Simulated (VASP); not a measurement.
Set up this calculation in VASP 6.6.1, as the native input.

| Property | Result |
| --- | --- |
| Task | relaxation of cell and atoms |
| Functional | PBEsol |
| Potentials or basis | VASP PAW PBE potentials, release 64 (Sn_d, Te) |
| Cutoff | 600 eV |
| k mesh | 12 × 12 × 12 |
| Occupations | fermi-dirac, width 0.1 eV |
| Spin | no spin polarisation |
| Dipole correction | no |
| Further INCAR settings | ALGO = Normal; EDIFF = 1e-06; IBRION = 2; EDIFFG = -0.005; NSW = 60; ISIF = 3 |

The structure of SnTe (zincblende type) lies in POSCAR:

```
SnTe
1.0
    0.0000000000      3.1072325060      3.1072325060
    3.1072325060      0.0000000000      3.1072325060
    3.1072325060      3.1072325060      0.0000000000
Sn Te
1 1
Direct
    0.0000000000      0.0000000000      0.0000000000
    0.2500000000      0.2500000000      0.2500000000
```

These files were run (other wordings do the same):

INCAR

```
SYSTEM = SnTe
ALGO = Normal ; EDIFF = 1E-6
EDIFFG = -0.005 ; ENCUT = 600
GGA = PS ; IBRION = 2
ISIF = 3 ; ISMEAR = -1
LASPH = .True. ; LCHARG = .False.
LREAL = .False. ; LWAVE = .False.
NELM = 60 ; NSW = 60
PREC = Accurate ; SIGMA = 0.1
```

KPOINTS

```
k-points
0
Gamma
  12 12 12
  0 0 0
```

Potentials or basis: VASP PAW PBE potentials, release 64 (Sn_d, Te).

Command:

```bash
$ cat potpaw_PBE.64/Sn_d/POTCAR potpaw_PBE.64/Te/POTCAR > POTCAR
$ mpirun -np 1 vasp_std > vasp.out
```

It gave:

| Item | Value |
| --- | --- |
| Relaxed volume | 44.31 Å³/atom |
| Relaxed cell | a = 5.004 Å, b = 5.004 Å, c = 5.004 Å, α = 60.00°, β = 60.00°, γ = 60.00° |
| Space group after relaxing (to 0.1 Å) | F-43m (No. 216) |
| Energy gained by relaxing | 691.6 meV/atom |
| Ionic steps | 20 |
| Pressure after relaxing | 0.0 GPa |
| Band gap on the k mesh | zero (bands 10 and 11 overlap by 0.16 eV) |

Caveat: the volume moved by over 15 % at a fixed basis, so the end points are rough; semilocal functionals underestimate gaps, and a narrow one can read as zero; the PAW data sets were made with another functional, which shifts forces and pressure a little; spin-orbit coupling is left out, which moves the levels of the heavy elements.

Run time: 4 min on 1 thread of Intel(R) Xeon(R) 6975P-C (Granite Rapids), with other jobs on the host, peak memory 0.26 GiB.
